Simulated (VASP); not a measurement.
Runs of VASP 6.6.1 on PbSe. The structure is that of space group Fm-3m (No. 225), or close to it. The cells are those of the table. 

```csv
cell,gap on the mesh (eV),pressure (GPa)
"a = 4.397, b = 4.397, c = 4.325 Å, angles 60.5, 60.5, 58.9°, 2 atoms",0.36,-1.0
"a = 4.303 Å, angles 60.0°, 2 atoms",0.23,(b)
"a = 4.410, b = 4.410, c = 4.302 Å, angles 60.8, 60.8, 58.4°, 2 atoms",0.33,-0.9
"a = 4.504 Å, angles 60.0°, 2 atoms",0.62,(c)
"a = 4.192, b = 4.192, c = 4.090 Å, angles 60.8, 60.8, 58.4°, 2 atoms",0.27,9.1
"a = 4.472 Å, angles 60.0°, 2 atoms",0.57,(a)
"a = 4.439 Å, angles 60.0°, 2 atoms",0.52,-2.8
"a = 4.267 Å, angles 60.0°, 2 atoms",0.14,2.8
"a = 4.372 Å, angles 60.0°, 2 atoms",0.39,-1.2
"a = 4.146, b = 4.146, c = 4.179 Å, angles 59.7, 59.7, 60.5°, 2 atoms",0.20,8.7
"a = 4.231 Å, angles 60.0°, 2 atoms",0.04,4.5
"a = 4.180, b = 4.180, c = 4.112 Å, angles 60.5, 60.5, 58.9°, 2 atoms",0.23,8.8
```

Alike in all rows: task single point; level PBE+D3(BJ); potentials or basis VASP PAW PBE potentials, release 64 (Pb_d, Se); no spin polarisation; k mesh 10 × 10 × 10; cutoff (eV) 520; smearing gaussian 0.03 eV.

Problem. Fill in the values left out.

Solution. (a) -2.7; (b) 1.3; (c) -2.2.

Caveats: spin-orbit coupling is left out, which moves the levels of the heavy elements.

A k mesh can miss the band edges, and the runs leave out spin-orbit coupling on Pb, Se.
